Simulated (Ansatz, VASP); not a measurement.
# Two plane-wave programs on NbC

INCAR

```
PREC = Accurate ; ENCUT = 600
EDIFF = 1E-6 ; ISMEAR = 0
SIGMA = 0.05 ; LREAL = False
LASPH = True ; NELM = 120
ALGO = Normal ; ISIF = 2
LWAVE = False ; LCHARG = True
GGA = RE ; LELF = True
LVHAR = True ; NBANDS = 16
GGA_COMPAT = False
```

Contents of KPOINTS:

```
Automatic mesh
0
Gamma
  10 10 10
```

POSCAR

```
NbC
1.0
    0.0000000000      2.2000000000      2.2000000000
    2.2000000000      0.0000000000      2.2000000000
    2.2000000000      2.2000000000      0.0000000000
Nb C
1 1
Direct
    0.0000000000      0.0000000000      0.0000000000
    0.5000000000      0.5000000000      0.5000000000
```

Input for Ansatz:

```yaml
crystal:
  lattice:
    - [0.0, 2.2, 2.2]
    - [2.2, 0.0, 2.2]
    - [2.2, 2.2, 0.0]
  atoms:
    - { symbol: Nb, position: [0.0, 0.0, 0.0] }
    - { symbol: C, position: [0.5, 0.5, 0.5] }
basis:
  ecutwfc: 420
  ecutrho_ratio: 4
kpoints:
  mp_grid: { grid: [10, 10, 10] }
hamiltonian:
  xc: revpbe
scf:
  occupations: { method: gaussian, width: 0.05 }
output:
  forces: true
  stress: true
  eigenvalues: true
```

Alike in both runs: task single point; functional revPBE; k mesh 10 × 10 × 10; occupations gaussian, width 0.05 eV; no spin polarisation.

```csv
,VASP,Ansatz
version,VASP 6.6.1,Ansatz 0.2.0
potentials or method,"VASP PAW PBE potentials, release 64 (Nb_sv, C), cutoff 600 eV","scalar-relativistic, plane waves, PAW"
valence electrons in the cell,17,17
```

```tsv
	VASP	Ansatz	Ansatz less VASP
gap on the k mesh at the Fermi level (eV)	none	none	-
pressure (GPa)	21.5	22.3	+0.81
```

VASP's potentials were made for PBE, not for revPBE. A gap of «none» marks a metal or a gap that the smearing closes. The functional is the same, so the differences come from potentials, cutoffs and numerics.
